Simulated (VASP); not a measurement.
# Li in VASP: a series of runs, part 2 of 2

VASP 6.6.1.

### Step 3. Single point, PBE

Contents of INCAR:

```
SYSTEM = Li
PREC = Accurate
ENCUT = 520
EDIFF = 1E-6
ISMEAR = 0
SIGMA = 0.1
LREAL = .False.
LASPH = .True.
NELM = 80
ALGO = Normal
ISIF = 2
LWAVE = .False.
LCHARG = .False.
LDIPOL = .True.
IDIPOL = 3
DIPOL = 0.5 0.5 0.500
GGA = PE
NBANDS = 10
```

Contents of KPOINTS:

```
regular mesh
0
Gamma
  6 6 1
  0 0 0
```

Contents of POSCAR:

```
Li
1.0
    3.6189360000      0.0000000000      0.0000000000
   -1.8094680000      3.1340910000      0.0000000000
    0.0000000000      0.0000000000     15.0000000000
Li
2
Direct
    0.6666666700      0.3333333300      0.4996770900
    0.3333333300      0.6666666700      0.5003229100
```

Potentials or basis: VASP PAW PBE potentials, release 64 (Li_sv).

Command:

```console
$ cat potpaw_PBE.64/Li_sv/POTCAR > POTCAR
$ mpirun -np 1 vasp_std > vasp.out
```

OUTCAR:

```text
SYSTEM = Li
   PREC = Accurate
   ENCUT = 520
   EDIFF = 1E-6
   ISMEAR = 0
   LREAL = .False.
   LASPH = .True.
   NELM = 80
   ISIF = 2
   GGA = PE

 ion  position               nearest neighbor table
   1  0.667  0.333  0.500-   2 2.09   2 2.09   2 2.09
   2  0.333  0.667  0.500-   1 2.09   1 2.09   1 2.09

  LATTYP: Found a hexagonal cell.
 ALAT       =     3.6189360000
 C/A-ratio  =     4.1448646785

  Lattice vectors:

 A1 = (   3.6189360000,   0.0000000000,   0.0000000000)
 A2 = (  -1.8094680000,   3.1340910000,   0.0000000000)
 A3 = (   0.0000000000,   0.0000000000,  15.0000000000)

Analysis of symmetry for initial positions (statically):
=====================================================================
 Subroutine PRICEL returns:
 Original cell was already a primitive cell.

 Routine SETGRP: Setting up the symmetry group for a
 hexagonal supercell.

 Subroutine GETGRP returns: Found 12 space group operations
 (whereof 12 operations were pure point group operations)
 out of a pool of 24 trial point group operations.

The static configuration has the point symmetry D_3d.

Analysis of symmetry for dynamics (positions and initial velocities):
=====================================================================
 Subroutine PRICEL returns:
 Original cell was already a primitive cell.

 Routine SETGRP: Setting up the symmetry group for a
 hexagonal supercell.

 Subroutine GETGRP returns: Found 12 space group operations
 (whereof 12 operations were pure point group operations)
 out of a pool of 24 trial point group operations.

The dynamic configuration has the point symmetry D_3d.

 Subroutine INISYM returns: Found 12 space group operations
 (whereof 12 operations are pure point group operations),
 and found     1 'primitive' translations

----------------------------------------------------------------------------------------

                                     Primitive cell

  volume of cell :     170.1311

  direct lattice vectors                    reciprocal lattice vectors
     3.618936000  0.000000000  0.000000000     0.276324312  0.159535891  0.000000000
    -1.809468000  3.134091000  0.000000000     0.000000000  0.319071782  0.000000000
     0.000000000  0.000000000 15.000000000     0.000000000  0.000000000  0.066666667

  length of vectors
     3.618936000  3.618936424 15.000000000     0.319071819  0.319071782  0.066666667

  position of ions in fractional coordinates (direct lattice)
     0.666666670  0.333333330  0.499677090
     0.333333330  0.666666670  0.500322910

  ion indices of the primitive-cell ions
   primitive index   ion index
                 1           1
                 2           2

----------------------------------------------------------------------------------------

 KPOINTS: regular mesh

Automatic generation of k-mesh.
 Grid dimensions read from file:
 generate k-points for:    6    6    1

 Generating k-lattice:

  Cartesian coordinates                     Fractional coordinates (reciprocal lattice)
     0.046054052  0.026589315  0.000000000     0.166666667  0.000000000  0.000000000
[... 25 lines left out ...]
   total plane-waves  NPLWV =  87808
   dimension x,y,z NGX =    28 NGY =   28 NGZ =  112
   dimension x,y,z NGXF=    56 NGYF=   56 NGZF=  224
   ions per type =               2
   NGX,Y,Z   is equivalent  to a cutoff of  12.86, 12.86, 12.41 a.u.
   NGXF,Y,Z  is equivalent  to a cutoff of  25.73, 25.73, 24.83 a.u.
 SYSTEM =  Li
   PREC   = accura    normal or accurate (medium, high low for compatibility)
   ISTART =      0    job   : 0-new  1-cont  2-samecut
   ICHARG =      2    charge: 1-file 2-atom 10-const
   ISPIN  =      1    spin polarized calculation?
   LNONCOLLINEAR =      F non collinear calculations
   LSORBIT =      F    spin-orbit coupling
   LASPH  =      T    aspherical Exc in radial PAW
   ENCUT  =  520.0 eV  38.22 Ry    6.18 a.u.   6.73  6.73 27.89*2*pi/ulx,y,z
   NELM   =     80;   NELMIN=  2; NELMDL= -5     # of ELM steps
   EDIFF  = 0.1E-05   stopping-criterion for ELM
   LREAL  =      F    real-space projection
   EDIFFG = 0.1E-04   stopping-criterion for IOM
   NSW    =      0    number of steps for IOM
   IBRION =     -1    ionic relax: 0-MD 1-quasi-New 2-CG
   NFREE  =      0    steps in history (QN), initial steepest desc. (CG)
   ISIF   =      2    stress and relaxation
   ISYM   =      2    0-nonsym 1-usesym 2-fastsym
   POTIM  = 0.5000    time-step for ionic-motion
   TEBEG  =    0.0;   TEEND  =   0.0 temperature during run
   PSTRESS=    0.0 pullay stress
   NELECT =       6.0000    total number of electrons
   NUPDOWN=      -1.0000    fix difference up-down
   EMIN   =  10.00;   EMAX   =-10.00  energy-range for DOS
   EFERMI =   0.00;   METHOD = LEGACY
   ISMEAR =     0;   SIGMA  =   0.10  broadening in eV -4-tet -1-fermi 0-gaus
   EFERMI_NEDOS =   21; number of points for ismear=-14 and -15
   IALGO  =     38    algorithm
   IMIX   =      4    mixing-type and parameters
     AMIX     =   0.40;   BMIX     =  1.00
     AMIX_MAG =   1.60;   BMIX_MAG =  1.00
  volume/ion in A,a.u.               =      85.07       574.05
  Fermi-wavevector in a.u.,A,eV,Ry     =   0.536864  1.014525  3.921506  0.288223
  Thomas-Fermi vector in A             =   1.562377
   LORBIT       =      0    0 simple, 1 ext, 2 COOP (PROOUT), +10 PAW based schemes
   GGA     = PE    functional components
   LHFCALC =     F    Hartree Fock is set to
   AEXX    =    0.0000 exact exchange contribution
   IVDW    =     0    specifies the selected vdW correction
   LEPSILON=     F    determine dielectric tensor
   LRPA    =     F    only Hartree local field effects (RPA)
 non-spin polarized calculation
 Gauss-broadening in eV      SIGMA  =   0.10
  energy-cutoff  :      520.00
  volume of cell :      170.13
 maximum number of plane-waves:      4617
 NGX is ok and might be reduce to    28
   NGX = 13   NGY = 13   NGZ = 55

 dipolmoment           0.000000      0.000000      0.000000 electrons x Angstroem

 number of electron       6.0000001 magnetization

 dipolmoment           0.000000      0.000000     -0.000000 electrons x Angstroem

 Free energy of the ion-electron system (eV)
  ---------------------------------------------------
  ext. energy  EPLUGINS =         0.00000000
  ---------------------------------------------------
  free energy    TOTEN  =        -1.52547895 eV

  energy without entropy =       -1.52224880  energy(sigma->0) =       -1.52386387

 E-fermi :  -2.6382     XC(G=0):  -2.4245

 val. band max:       -2.6383780483   @ k =   0.3333   0.3333   0.0000
 cond. band min:      -2.4053463867   @ k =   0.1667  -0.0000   0.0000
 fundamental gap:      0.2330316616
 Fermi energy:        -2.6382203552

 k-point     1 :       0.0000    0.0000    0.0000
  band No.  band energies     occupation
      1     -50.3418      2.00000
      2     -50.0021      2.00000
      3      -4.7818      2.00000
      4      -2.8216      1.99050
      5       0.5201      0.00000
      6       1.3200      0.00000
      7       1.8920      0.00000
      8       3.6234      0.00000
      9       3.6234      0.00000
     10       4.2307      0.00000
[... 66 lines left out ...]
 k-point     7 :       0.3333    0.3333    0.0000
  band No.  band energies     occupation
      1     -50.1718      2.00000
      2     -50.1718      2.00000
      3      -2.6384      1.00178
      4      -0.5986      0.00000
      5      -0.5986      0.00000
      6       1.7467      0.00000
      7       1.7467      0.00000
      8       3.3233      0.00000
      9       5.2908      0.00000
     10       5.4421      0.00000

------------------------ aborting loop because EDIFF is reached ----------------------------------------

 vacuum level on the upper side and lower side of the slab       (xc-potential included)        -0.120        -0.120

  FORCE on cell =-STRESS in cart. coord.  units (eV):
  Direction    XX          YY          ZZ          XY          YZ          ZX
  --------------------------------------------------------------------------------------
  -------------------------------------------------------------------------------------
  Total        2.6671199      2.6671207     -0.0385479      0.0000000      0.0000000      0.0000000
  in kB       25.1170918     25.1170996     -0.3630177      0.0000000      0.0000000      0.0000000
  external PRESSURE =      16.6237246 kB  Pullay stress =       0.0000000 kB

 VOLUME and BASIS-vectors are now :
 -----------------------------------------------------------------------------
  energy-cutoff  :      520.00
  volume of cell :      170.13
      direct lattice vectors                 reciprocal lattice vectors
     3.618936000  0.000000000  0.000000000     0.276324312  0.159535891  0.000000000
    -1.809468000  3.134091000  0.000000000     0.000000000  0.319071782  0.000000000
     0.000000000  0.000000000 15.000000000     0.000000000  0.000000000  0.066666667

 POSITION                                       TOTAL-FORCE (eV/Angst)
 -----------------------------------------------------------------------------------
      1.80947      1.04470      7.49516         0.000000      0.000000     -0.024228
     -0.00000      2.08939      7.50484        -0.000000      0.000000      0.024228
 -----------------------------------------------------------------------------------
    total drift:                                0.000000     -0.000000      0.000000

  FREE ENERGIE OF THE ION-ELECTRON SYSTEM (eV)
  ---------------------------------------------------
  free  energy   TOTEN  =        -1.5254789482 eV

  energy  without entropy=       -1.5222488006  energy(sigma->0) =       -1.52386387

 vacuum level on the upper side and lower side of the slab         0.969         0.969
```

OSZICAR:

```text
N       E                     dE             d eps       ncg     rms          rms(c)
DAV:   1     0.174180582571E+02    0.17418E+02   -0.34573E+03   140   0.450E+02
DAV:   2     0.271164320978E+01   -0.14706E+02   -0.14337E+02   242   0.860E+01
DAV:   3    -0.118828667363E+01   -0.38999E+01   -0.38505E+01   232   0.332E+01
[... 11 lines left out ...]
DAV:  15    -0.152544687146E+01   -0.18115E-03   -0.10760E-04   146   0.394E-02    0.142E-02
DAV:  16    -0.152547190296E+01   -0.25031E-04   -0.15480E-05   140   0.228E-02    0.592E-03
DAV:  17    -0.152547702608E+01   -0.51231E-05   -0.19453E-06   160   0.103E-02    0.995E-04
DAV:  18    -0.152547893794E+01   -0.19119E-05   -0.18906E-07   140   0.230E-03    0.444E-04
DAV:  19    -0.152547894820E+01   -0.10263E-07   -0.96872E-08   160   0.137E-03
   1 F= -.15254789E+01 E0= -.15238639E+01  d E =-.323015E-02
```

Wall time 24 s (1 thread of Intel Xeon 8259CL, shared host); peak memory 0.25 GiB.

What came out:

```
Free energy            : -1.5255 eV
Largest force          : 0.024 eV/Å
Band gap on the k mesh : zero (band 3 reaches -2.64 eV, above the bottom of band 4 at -2.82 eV)
```

Forces on the atoms (eV/Å):
```
Li   0.000  0.000 -0.024
Li   0.000  0.000  0.024
```

Levels at points of the mesh, in eV from the Fermi level:
| k point | band 1 | band 2 | band 3 | band 4 | band 5 | band 6 |
| --- | --- | --- | --- | --- | --- | --- |
| (0.00, 0.00, 0.00) | -47.70 | -47.36 | -2.14 | -0.18 | 3.16 | 3.96 |
| (0.50, 0.00, 0.00) | -47.59 | -47.48 | -0.36 | 1.42 | 3.13 | 3.81 |

Caveat: the cutoff is under 1.25 times the usual one of these potentials, so pressure, stress and relaxed cells hold a basis-set (Pulay) error.
